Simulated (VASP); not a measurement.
Set up this calculation in VASP 6.6.1, as the native input.

```yaml
Task: single point
Functional: PBE
Dispersion: D3(BJ)
Potentials_or_basis: VASP PAW PBE potentials, release 64 (Sn_d, O)
Cutoff: 520 eV
k_mesh: 7 × 7 × 1
Occupations: gaussian, width 0.05 eV
Spin: no spin polarisation
Dipole_correction: yes
Further_INCAR_settings: ALGO = Normal; EDIFF = 1e-07; NBANDS = 50
```

The structure of SnO lies in POSCAR:

```
SnO
1.0
    3.8201635894      0.0000000000      0.0000000000
    0.0000000000      3.8201635894      0.0000000000
    0.0000000000      0.0000000000     22.2260803631
Sn O
4 4
Direct
    0.7500000000      0.2500000000      0.2024648488
    0.2500000000      0.7500000000      0.3087831984
    0.2500000000      1.0000000000      0.4977503906
   -0.2500000000      1.5000000000      0.6040687401
    0.2500000000      0.2500000000      0.2556240236
    0.7500000000      0.7500000000      0.2556240236
   -0.2500000000      1.0000000000      0.5509095654
    0.2500000000      1.5000000000      0.5509095654
```

This cell differs from its parent crystal: layers slid over each other.

The input as run:

INCAR

```
SYSTEM = SnO
  ALGO = Normal
  DIPOL = 0.5 0.5 0.403
  EDIFF = 1E-7
  ENCUT = 520
  GGA = PE
  IDIPOL = 3
  ISIF = 2
  ISMEAR = 0
  IVDW = 12
  LASPH = .TRUE.
  LCHARG = .FALSE.
  LDIPOL = .TRUE.
  LREAL = .FALSE.
  LWAVE = .FALSE.
  NBANDS = 50
  NELM = 80
  PREC = Accurate
  SIGMA = 0.05
```

KPOINTS

```
k-points
0
G
  7 7 1
  0 0 0
```

Potentials or basis: VASP PAW PBE potentials, release 64 (Sn_d, O).

Run with:

```console
$ cat potpaw_PBE.64/Sn_d/POTCAR potpaw_PBE.64/O/POTCAR > POTCAR
$ mpirun -np 1 vasp_std > vasp.out
```

It gave:

* Largest force: 0.086 eV/Å
* Band gap on the k mesh: 2.44 eV (least direct gap 2.56 eV)
* Dispersion energy per atom: -0.155 eV

Caveat: the cell differs from its parent crystal (layers slid over each other); spin-orbit coupling is left out, which moves the levels of the heavy elements.

Run time: 9.4 min on 1 thread of AMD EPYC 7R43 64-Core Processor (Zen 3), with other jobs on the host, peak memory 0.41 GiB.
